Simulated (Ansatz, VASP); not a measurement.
Cd2S: VASP beside Ansatz

```xyz
3
Lattice="4.3426 0.0000 0.0000 -2.1713 3.7608 0.0000 0.0000 0.0000 4.6888" Properties=species:S:1:pos:R:3 pbc="T T T"
Cd    0.0000    2.5072    2.3444
Cd    2.1713    1.2536    2.3444
S     0.0000    0.0000    0.0000
```

Alike in both runs: task single point; functional r2SCAN; k mesh 6 × 6 × 4; occupations gaussian, width 0.1 eV; no spin polarisation.

```csv
,VASP,Ansatz
version,VASP 6.6.1,Ansatz 0.2.0
potentials or method,"VASP PAW PBE potentials, release 64 (Cd, S), cutoff 550 eV","scalar-relativistic, plane waves, PAW"
valence electrons in the cell,30,46
```

Ansatz gave:

```
gap on the k mesh at the Fermi level (eV)                     : none
pressure (GPa)                                                : 2.6
traceless stress, the component that is largest in VASP (GPa) : -14.43
```

Task: What did VASP give for the same quantities?

Result: gap on the k mesh at the Fermi level (eV): none; pressure (GPa): 3.2; traceless stress, the component that is largest in VASP (GPa): -14.96.

VASP's potentials were made for PBE, not for r2SCAN. A gap of «none» marks a metal or a gap that the smearing closes. The functional is the same, so the differences come from potentials, cutoffs and numerics. VASP's potentials hold 30 valence electrons a cell and Ansatz's 46, so a difference there can come from the potentials and not from the codes.
